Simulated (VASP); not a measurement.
# Mg2PbN2 (P-3m1) in VASP: a series of runs, part 2 of 2

VASP 6.6.1.

## (3) Relaxation of volume and atoms at fixed shape, LDA

This run uses another cell than the first one, of 14.96 Å³/atom.

Contents of INCAR:

```
ALGO     = Normal         # electronic algorithm
EDIFF    = 1E-7           # SCF threshold, eV
EDIFFG   = -0.01          # ionic threshold
ENCUT    = 600            # plane-wave cutoff, eV
IBRION   = 2              # ionic algorithm
ISIF     = 8              # what is computed and relaxed
ISMEAR   = 0              # smearing method
LASPH    = True           # aspherical terms in the spheres
LCHARG   = False          # write CHGCAR
LREAL    = False          # projectors in reciprocal space
LWAVE    = False          # write WAVECAR
NELM     = 80             # most SCF steps
NSW      = 80             # ionic steps
PREC     = Accurate       # precision mode
SIGMA    = 0.05           # smearing width, eV
```

Contents of KPOINTS:

```
k-points
0
Gamma
  7 7 4
```

Contents of POSCAR:

```
Mg2PbN2
1.0
    3.6268640000      0.0000000000      0.0000000000
   -1.8134320000      3.1409563601      0.0000000000
    0.0000000000      0.0000000000      6.5658920000
Mg Pb N
2 1 2
Direct
    0.6666670000      0.3333330000      0.1387760000
    0.3333330000      0.6666670000      0.8612240000
    0.0000000000      0.0000000000      0.5000000000
    0.6666670000      0.3333330000      0.7974550000
    0.3333330000      0.6666670000      0.2025450000
```

Potentials or basis: VASP PAW LDA potentials, release 64 (Mg, Pb_d, N).

Run with:

```
cat potpaw_LDA.64/Mg/POTCAR potpaw_LDA.64/Pb_d/POTCAR potpaw_LDA.64/N/POTCAR > POTCAR
mpirun -np 1 vasp_std > vasp.out
```

OUTCAR:

```text
EDIFF = 1E-7
   EDIFFG = -0.01
   ENCUT = 600
   IBRION = 2
   ISIF = 8
   ISMEAR = 0
   LASPH = True
   LREAL = False
   NELM = 80
   NSW = 80
   PREC = Accurate

 ion  position               nearest neighbor table
   1  0.667  0.333  0.139-   5 2.14   5 2.14   5 2.14   4 2.24   2 2.78   2 2.78   2 2.78   3 3.16
                             3 3.16   3 3.16
   2  0.333  0.667  0.861-   4 2.14   4 2.14   4 2.14   5 2.24   1 2.78   1 2.78   1 2.78   3 3.16
                             3 3.16   3 3.16
   3  0.000  0.000  0.500-   4 2.86   5 2.86   4 2.86   5 2.86   4 2.86   5 2.86   1 3.16   2 3.16
                             2 3.16   1 3.16   1 3.16   2 3.16
   4  0.667  0.333  0.797-   2 2.14   2 2.14   2 2.14   1 2.24   3 2.86   3 2.86   3 2.86
   5  0.333  0.667  0.203-   1 2.14   1 2.14   1 2.14   2 2.24   3 2.86   3 2.86   3 2.86

  LATTYP: Found a hexagonal cell.
 ALAT       =     3.6268640000
 C/A-ratio  =     1.8103496574

  Lattice vectors:

 A1 = (   3.6268640000,   0.0000000000,   0.0000000000)
 A2 = (  -1.8134320000,   3.1409563601,   0.0000000000)
 A3 = (   0.0000000000,   0.0000000000,   6.5658920000)

Analysis of symmetry for initial positions (statically):
=====================================================================
 Subroutine PRICEL returns:
 Original cell was already a primitive cell.

 Routine SETGRP: Setting up the symmetry group for a
 hexagonal supercell.

 Subroutine GETGRP returns: Found 12 space group operations
 (whereof 12 operations were pure point group operations)
 out of a pool of 24 trial point group operations.

The static configuration has the point symmetry D_3d.

Analysis of symmetry for dynamics (positions and initial velocities):
=====================================================================
 Subroutine PRICEL returns:
 Original cell was already a primitive cell.

 Routine SETGRP: Setting up the symmetry group for a
 hexagonal supercell.

 Subroutine GETGRP returns: Found 12 space group operations
 (whereof 12 operations were pure point group operations)
 out of a pool of 24 trial point group operations.

The dynamic configuration has the point symmetry D_3d.

 Subroutine INISYM returns: Found 12 space group operations
 (whereof 12 operations are pure point group operations),
 and found     1 'primitive' translations

----------------------------------------------------------------------------------------

                                     Primitive cell

  volume of cell :      74.7975

  direct lattice vectors                    reciprocal lattice vectors
     3.626864000  0.000000000  0.000000000     0.275720292  0.159187185  0.000000000
    -1.813432000  3.140956360  0.000000000     0.000000000  0.318374369  0.000000000
     0.000000000  0.000000000  6.565892000     0.000000000  0.000000000  0.152302231

  length of vectors
     3.626864000  3.626864000  6.565892000     0.318374369  0.318374369  0.152302231

  position of ions in fractional coordinates (direct lattice)
     0.666667000  0.333333000  0.138776000
     0.333333000  0.666667000  0.861224000
     0.000000000  0.000000000  0.500000000
     0.666667000  0.333333000  0.797455000
     0.333333000  0.666667000  0.202545000

  ion indices of the primitive-cell ions
   primitive index   ion index
                 1           1
                 2           2
                 3           3
                 4           4
[... 57 lines left out ...]
   total plane-waves  NPLWV =  48600
   dimension x,y,z NGX =    30 NGY =   30 NGZ =   54
   dimension x,y,z NGXF=    60 NGYF=   60 NGZF=  108
   ions per type =               2   1   2
   NGX,Y,Z   is equivalent  to a cutoff of  13.75, 13.75, 13.67 a.u.
   NGXF,Y,Z  is equivalent  to a cutoff of  27.50, 27.50, 27.35 a.u.
 SYSTEM =  unknown system
   PREC   = accura    normal or accurate (medium, high low for compatibility)
   ISTART =      0    job   : 0-new  1-cont  2-samecut
   ICHARG =      2    charge: 1-file 2-atom 10-const
   ISPIN  =      1    spin polarized calculation?
   LNONCOLLINEAR =      F non collinear calculations
   LSORBIT =      F    spin-orbit coupling
   LASPH  =      T    aspherical Exc in radial PAW
   ENCUT  =  600.0 eV  44.10 Ry    6.64 a.u.   7.24  7.24 13.11*2*pi/ulx,y,z
   NELM   =     80;   NELMIN=  2; NELMDL= -5     # of ELM steps
   EDIFF  = 0.1E-06   stopping-criterion for ELM
   LREAL  =      F    real-space projection
   EDIFFG = -.1E-01   stopping-criterion for IOM
   NSW    =     80    number of steps for IOM
   IBRION =      2    ionic relax: 0-MD 1-quasi-New 2-CG
   NFREE  =      1    steps in history (QN), initial steepest desc. (CG)
   ISIF   =      8    stress and relaxation
   ISYM   =      2    0-nonsym 1-usesym 2-fastsym
   POTIM  = 0.5000    time-step for ionic-motion
   TEBEG  =    0.0;   TEEND  =   0.0 temperature during run
   PSTRESS=    0.0 pullay stress
   NELECT =      28.0000    total number of electrons
   NUPDOWN=      -1.0000    fix difference up-down
   EMIN   =  10.00;   EMAX   =-10.00  energy-range for DOS
   EFERMI =   0.00;   METHOD = LEGACY
   ISMEAR =     0;   SIGMA  =   0.05  broadening in eV -4-tet -1-fermi 0-gaus
   EFERMI_NEDOS =   21; number of points for ismear=-14 and -15
   IALGO  =     38    algorithm
   IMIX   =      4    mixing-type and parameters
     AMIX     =   0.40;   BMIX     =  1.00
     AMIX_MAG =   1.60;   BMIX_MAG =  1.00
  volume/ion in A,a.u.               =      14.96       100.95
  Fermi-wavevector in a.u.,A,eV,Ry     =   1.179864  2.229619 18.940379  1.392079
  Thomas-Fermi vector in A             =   2.316167
   LORBIT       =      0    0 simple, 1 ext, 2 COOP (PROOUT), +10 PAW based schemes
   GGA     = CA    functional components
   LHFCALC =     F    Hartree Fock is set to
   AEXX    =    0.0000 exact exchange contribution
   IVDW    =     0    specifies the selected vdW correction
   LEPSILON=     F    determine dielectric tensor
   LRPA    =     F    only Hartree local field effects (RPA)
 conjugate gradient relaxation of ions
 non-spin polarized calculation
 Gauss-broadening in eV      SIGMA  =   0.05
  energy-cutoff  :      600.00
  volume of cell :       74.80
 maximum number of plane-waves:      2510
 NGX is ok and might be reduce to    30
   NGX = 15   NGY = 15   NGZ = 27

--------------------------------------- Ionic step        1  -------------------------------------------

 number of electron      28.0000003 magnetization

 Free energy of the ion-electron system (eV)
  ---------------------------------------------------
  ext. energy  EPLUGINS =         0.00000000
  ---------------------------------------------------
  free energy    TOTEN  =       -27.53253177 eV

  energy without entropy =      -27.53234380  energy(sigma->0) =      -27.53243779

------------------------ aborting loop because EDIFF is reached ----------------------------------------

  FORCE on cell =-STRESS in cart. coord.  units (eV):
  Direction    XX          YY          ZZ          XY          YZ          ZX
  --------------------------------------------------------------------------------------
  -------------------------------------------------------------------------------------
  Total       -3.2785762     -3.2785762     -3.4533623      0.0000000      0.0000000      0.0000000
  in kB      -70.2277817    -70.2277817    -73.9717375      0.0000000      0.0000000      0.0000000
  external PRESSURE =     -71.4757670 kB  Pullay stress =       0.0000000 kB
[... 260 lines left out ...]
--------------------------------------- Ionic step        8  -------------------------------------------

 number of electron      27.9999996 magnetization

 Free energy of the ion-electron system (eV)
  ---------------------------------------------------
  ext. energy  EPLUGINS =         0.00000000
  ---------------------------------------------------
  free energy    TOTEN  =       -27.65903129 eV

  energy without entropy =      -27.65852321  energy(sigma->0) =      -27.65877725

 E-fermi :   6.0784     XC(G=0): -10.9938

 val. band max:        5.7653537792   @ k =   0.1429   0.0000   0.5000
 cond. band min:       6.0798249424   @ k =   0.0000   0.0000   0.5000
 fundamental gap:      0.3144711632
 Fermi energy:         6.0784494249

 k-point     1 :       0.0000    0.0000    0.0000
  band No.  band energies     occupation
      1     -11.2029      2.00000
      2     -11.2029      2.00000
      3     -11.1659      2.00000
      4     -10.9926      2.00000
      5     -10.9926      2.00000
      6      -8.5182      2.00000
[... 481 lines left out ...]
      5     -10.9587      2.00000
      6      -6.9105      2.00000
[... 10 lines left out ...]
     17      10.2728      0.00000
     18      10.7761      0.00000

 [... further k-points ...]

------------------------ aborting loop because EDIFF is reached ----------------------------------------

  FORCE on cell =-STRESS in cart. coord.  units (eV):
  Direction    XX          YY          ZZ          XY          YZ          ZX
  --------------------------------------------------------------------------------------
  -------------------------------------------------------------------------------------
  Total        0.1807418      0.1807418     -0.2490332      0.0000000      0.0000000     -0.0000000
  in kB        4.1725095      4.1725095     -5.7490499      0.0000000      0.0000000     -0.0000000
  external PRESSURE =       0.8653230 kB  Pullay stress =       0.0000000 kB
[... 20 lines left out ...]
  FREE ENERGIE OF THE ION-ELECTRON SYSTEM (eV)
  ---------------------------------------------------
  free  energy   TOTEN  =       -27.6590312949 eV

  energy  without entropy=      -27.6585232118  energy(sigma->0) =      -27.65877725

 reached required accuracy - stopping structural energy minimisation
```

Wall time 4.7 min (1 thread of Intel Xeon 8259CL, shared host); peak memory 0.23 GiB.

What came out:

```
Free energy                           : -27.6590 eV
Relaxed volume                        : 13.88 Å³/atom
Relaxed cell                          : a = 3.537 Å, b = 3.537 Å, c = 6.404 Å, α = 90.00°, β = 90.00°, γ = 120.00°
Space group after relaxing (to 0.1 Å) : P-3m1 (No. 164)
Energy gained by relaxing             : 25.3 meV/atom
Ionic steps                           : 8
Pressure after relaxing               : 0.1 GPa
Largest force after relaxing          : 0.006 eV/Å
```

Forces on the atoms (eV/Å):
```
Mg   0.000  0.000  0.006
Mg   0.000  0.000 -0.006
Pb   0.000  0.000  0.000
N    0.000  0.000 -0.003
N    0.000  0.000  0.003
```

The path:
```
step  energy change (eV)  largest force (eV/Å)  pressure (GPa)  volume (Å³)
   1              0.0000                0.0457           -7.15        74.80
   2             -0.1097                0.1547            2.99        67.80
   3             -0.1255                0.1008            0.00        69.52
   4             -0.1254                0.0975           -0.16        69.62
   5             -0.1262                0.0529           -0.17        69.59
   6             -0.1265                0.0143           -0.15        69.56
   7             -0.1265                0.0157           -0.15        69.55
   8             -0.1265                0.0058            0.09        69.40
```

Final structure:
```cif
data_structure
_symmetry_space_group_name_H-M 'P 1'
_symmetry_Int_Tables_number 1
_cell_length_a 3.5375
_cell_length_b 3.5375
_cell_length_c 6.4041
_cell_angle_alpha 90.000
_cell_angle_beta 90.000
_cell_angle_gamma 120.000
_cell_volume 69.40
loop_
_atom_site_label
_atom_site_type_symbol
_atom_site_fract_x
_atom_site_fract_y
_atom_site_fract_z
_atom_site_occupancy
Mg1 Mg 0.66667 0.33333 0.13849 1
Mg2 Mg 0.33333 0.66667 0.86151 1
Pb1 Pb 0.00000 0.00000 0.50000 1
N1 N 0.66667 0.33333 0.79614 1
N2 N 0.33333 0.66667 0.20386 1
```

Caveat: spin-orbit coupling is left out, which moves the levels of the heavy elements.
